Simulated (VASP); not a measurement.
# CrN (F-43m) in VASP: single point with LDA+U

Aim: the single point of CrN with LDA+U.

All numbers are computed with VASP 6.6.1; they aren't measurements. Logs are shortened: lines on timing, memory, paths and dates and some standing lists are left out, and cuts for length are marked.

## 1. The cell of the first run

The structure is cubic, space group F-43m (No. 216). The conventional cell has a = 4.753 Å, b = 4.753 Å, c = 4.753 Å, α = 90.00°, β = 90.00°, γ = 90.00°. Within 2.7 Å of Cr (site symmetry -43m) lie 4 N at 2.06 Å. N (site symmetry -43m) has 4 Cr at 2.06 Å within 2.7 Å.

## 2. Single point, LDA+U, collinear spin, zero start

Input file INCAR:

```
PREC = Accurate
ENCUT = 520
EDIFF = 1E-7
ISMEAR = 0
SIGMA = 0.05
LREAL = False
LASPH = True
NELM = 150
ALGO = Normal
ISIF = 2
LWAVE = False
LCHARG = True
ISPIN = 2
MAGMOM = 0 0 0 0
LORBIT = 11
NUPDOWN = 0.0
LMAXMIX = 4
LDAU = True
LDAUTYPE = 2
LDAUL = 2 -1
LDAUU = 2 0
LDAUJ = 0 0
LDAUPRINT = 1
GGA = CA
LELF = True
LVHAR = True
NBANDS = 29
```

Input file KPOINTS:

```
Automatic mesh
0
Gamma
  7 7 7
```

Input file POSCAR:

```
CrN
1.0
    0.0000000000      2.3764200500      2.3764200500
    4.7528401000      2.3764200500      2.3764200500
    4.7528401000      4.7528401000      0.0000000000
Cr N
2 2
Direct
    0.0000000000      0.0000000000      0.0000000000
    0.0000000000      0.0000000000      0.5000000000
    0.2500000000      0.2500000000      0.0000000000
    0.2500000000      0.2500000000      0.5000000000
```

Potentials or basis: VASP PAW LDA potentials, release 64 (Cr_pv, N).

Launch:

```sh
> cat potpaw_LDA.64/Cr_pv/POTCAR potpaw_LDA.64/N/POTCAR > POTCAR
> mpirun -np 1 vasp_std > vasp.out
```

OUTCAR:

```text
PREC = Accurate
   ENCUT = 520
   EDIFF = 1E-7
   ISMEAR = 0
   LREAL = False
   LASPH = True
   NELM = 150
   ISIF = 2
   ISPIN = 2
   LORBIT = 11
   NUPDOWN = 0.0
   GGA = CA

 ion  position               nearest neighbor table
   1  0.000  0.000  0.000-   3 2.06   4 2.06   4 2.06   3 2.06
   2  0.000  0.000  0.500-   4 2.06   3 2.06   3 2.06   4 2.06
   3  0.250  0.250  0.000-   1 2.06   2 2.06   1 2.06   2 2.06
   4  0.250  0.250  0.500-   2 2.06   1 2.06   1 2.06   2 2.06

  LATTYP: Found a simple tetragonal cell.
 ALAT       =     3.3607654646
 C/A-ratio  =     1.4142135624

  Lattice vectors:

 A1 = (   0.0000000000,  -2.3764200500,   2.3764200500)
 A2 = (   0.0000000000,  -2.3764200500,  -2.3764200500)
 A3 = (   4.7528401000,   0.0000000000,   0.0000000000)

Analysis of symmetry for initial positions (statically):
=====================================================================
 Subroutine PRICEL returns following result:

  LATTYP: Found a face centered cubic cell.
 ALAT       =     4.7528401000
[... 12 lines left out ...]
 Subroutine GETGRP returns: Found  8 space group operations
 (whereof  8 operations were pure point group operations)
 out of a pool of 16 trial point group operations.

The static configuration has the point symmetry D_2d.

Analysis of symmetry for dynamics (positions and initial velocities):
=====================================================================
 Subroutine PRICEL returns following result:

  LATTYP: Found a face centered cubic cell.
 ALAT       =     4.7528401000
[... 12 lines left out ...]
 Subroutine GETGRP returns: Found  8 space group operations
 (whereof  8 operations were pure point group operations)
 out of a pool of 16 trial point group operations.

The dynamic configuration has the point symmetry D_2d.

Analysis of structural, dynamic, and magnetic symmetry:
=====================================================================
 Subroutine PRICEL returns following result:
[... 222 lines left out ...]
  o =  0.3711  v =  0.0000  0.0000 -0.0000 -1.0000  0.0000  0.0000  0.0000  0.0000  0.0000  0.0000      0.0000  0.0000  0.0000  0.0000  0.0000  0.0000  0.0000  0.0000  0.0000  0.0000
  o =  0.3724  v =  0.0000  1.0000  0.0000  0.0000  0.0000  0.0000  0.0000  0.0000  0.0000  0.0000      0.0000  0.0000  0.0000  0.0000  0.0000  0.0000  0.0000  0.0000  0.0000  0.0000
  o =  0.3724  v =  0.0000  0.0000  0.0000  0.0000  0.0000  0.0000  1.0000 -0.0000  0.0000  0.0000      0.0000  0.0000  0.0000  0.0000  0.0000  0.0000  0.0000  0.0000  0.0000  0.0000
  o =  0.4634  v =  0.0000  0.0000  0.0000  0.0000  0.0000  0.0000  0.0000  0.5000  0.0000 -0.8660      0.0000  0.0000  0.0000  0.0000  0.0000  0.0000  0.0000  0.0000  0.0000  0.0000
  o =  0.4634  v =  0.0000  0.0000  0.5000 -0.0000 -0.8660  0.0000  0.0000  0.0000  0.0000  0.0000      0.0000  0.0000  0.0000  0.0000  0.0000  0.0000  0.0000  0.0000  0.0000  0.0000
  o =  0.4645  v =  0.0000  0.0000 -0.8660  0.0000 -0.5000  0.0000  0.0000  0.0000  0.0000  0.0000      0.0000  0.0000  0.0000  0.0000  0.0000  0.0000  0.0000  0.0000  0.0000  0.0000
  o =  0.4645  v =  0.0000  0.0000  0.0000  0.0000  0.0000  0.0000 -0.0000 -0.8660 -0.0000 -0.5000      0.0000  0.0000  0.0000  0.0000  0.0000  0.0000  0.0000  0.0000  0.0000  0.0000

 number of electron      34.0000003 magnetization       0.0000000

 Free energy of the ion-electron system (eV)
  ---------------------------------------------------
  ext. energy  EPLUGINS =         0.00000000
  ---------------------------------------------------
  free energy    TOTEN  =       -33.55821409 eV

  energy without entropy =      -33.53992779  energy(sigma->0) =      -33.54907094

 E-fermi :   5.0630     XC(G=0): -11.3344

 val. band max:        5.0611679627   @ k =   0.4286  -0.2857   0.1429
 cond. band min:       5.0651111769   @ k =   0.4286   0.0000   0.0000
 fundamental gap:      0.0039432142
 Fermi energy:         5.0629494501

 spin component 1

 k-point     1 :       0.0000    0.0000    0.0000
  band No.  band energies     occupation
      1     -38.1597      1.00000
      2     -38.1171      1.00000
      3     -38.1171      1.00000
      4     -38.0993      1.00000
      5     -38.0941      1.00000
      6     -38.0941      1.00000
[... 1529 lines left out ...]
     28      11.3630      0.00000
     29      15.5231      0.00000

 [... further k-points ...]

------------------------ aborting loop because EDIFF is reached ----------------------------------------

  FORCE on cell =-STRESS in cart. coord.  units (eV):
  Direction    XX          YY          ZZ          XY          YZ          ZX
  --------------------------------------------------------------------------------------
  -------------------------------------------------------------------------------------
  Total      -15.9565660    -15.8246314    -15.8246314     -0.0000000      0.0000000      0.0000000
  in kB     -476.2340036   -472.2963279   -472.2963279     -0.0000000      0.0000000      0.0000000
  external PRESSURE =    -473.6088865 kB  Pullay stress =       0.0000000 kB

 VOLUME and BASIS-vectors are now :
 -----------------------------------------------------------------------------
  energy-cutoff  :      520.00
  volume of cell :       53.68
      direct lattice vectors                 reciprocal lattice vectors
     0.000000000  2.376420050  2.376420050    -0.210400514  0.210400514  0.210400514
     4.752840100  2.376420050  2.376420050     0.210400514 -0.210400514  0.210400514
     4.752840100  4.752840100  0.000000000     0.000000000  0.210400514 -0.210400514

 POSITION                                       TOTAL-FORCE (eV/Angst)
 -----------------------------------------------------------------------------------
      0.00000      0.00000      0.00000         0.000000      0.000000     -0.000000
      2.37642      2.37642      0.00000         0.000000     -0.000000      0.000000
      1.18821      1.18821      1.18821        -0.000000      0.000000      0.000000
      3.56463      3.56463      1.18821        -0.000000     -0.000000      0.000000
 -----------------------------------------------------------------------------------
    total drift:                                0.000007      0.000008      0.000004

  FREE ENERGIE OF THE ION-ELECTRON SYSTEM (eV)
  ---------------------------------------------------
  free  energy   TOTEN  =       -33.5582140935 eV

  energy  without entropy=      -33.5399277911  energy(sigma->0) =      -33.54907094

 total charge

# of ion       s       p       d       tot
------------------------------------------
    1        0.281   6.242   4.056  10.579
    2        0.281   6.242   4.056  10.579
    3        1.237   2.304   0.000   3.541
    4        1.237   2.304   0.000   3.541
--------------------------------------------------
tot          3.037  17.092   8.112  28.241

 magnetization (x)

# of ion       s       p       d       tot
------------------------------------------
    1        0.000  -0.000   0.000   0.000
    2        0.000  -0.000   0.000   0.000
    3       -0.000   0.000   0.000   0.000
    4       -0.000   0.000   0.000   0.000
--------------------------------------------------
tot          0.000   0.000   0.000   0.000
```

stdout:

```text
POSCAR found type information on POSCAR CrN
 POSCAR found :  2 types and       4 ions
 scaLAPACK will be used
 LDA part: xc-table for (Slater(with rela. corr.)+CA(PZ))
 , standard interpolation
 POSCAR, INCAR and KPOINTS ok, starting setup
 FFT: planning ... GRIDC
 FFT: planning ... GRID_SOFT
 FFT: planning ... GRID
 WAVECAR not read
 entering main loop
```

Wall time 8.1 min (1 thread of AMD EPYC 7R13, shared host); peak memory 0.23 GiB.

Results:

```yaml
Free_energy: -33.5582 eV
Pressure: -47.4 GPa
Net_moment: 0.00 μB per cell
Valence_electrons_inside_the_program's_atomic_spheres: Cr 10.58; N 3.54
```

Stress tensor (GPa, compression positive):
```
-47.62   0.00   0.00
  0.00 -47.23   0.00
  0.00   0.00 -47.23
```

Eigenvalues of the final occupation matrices:
| site | spin | trace | eigenvalues |
| --- | --- | --- | --- |
| site 1 d | 1 | 2.04 | 0.37 0.37 0.37 0.46 0.46 |
| site 1 d | 2 | 2.04 | 0.37 0.37 0.37 0.46 0.46 |
| site 2 d | 1 | 2.04 | 0.37 0.37 0.37 0.46 0.46 |
| site 2 d | 2 | 2.04 | 0.37 0.37 0.37 0.46 0.46 |

Caveat: the cell stands under tension; the total moment is fixed, so each spin has its own Fermi level.
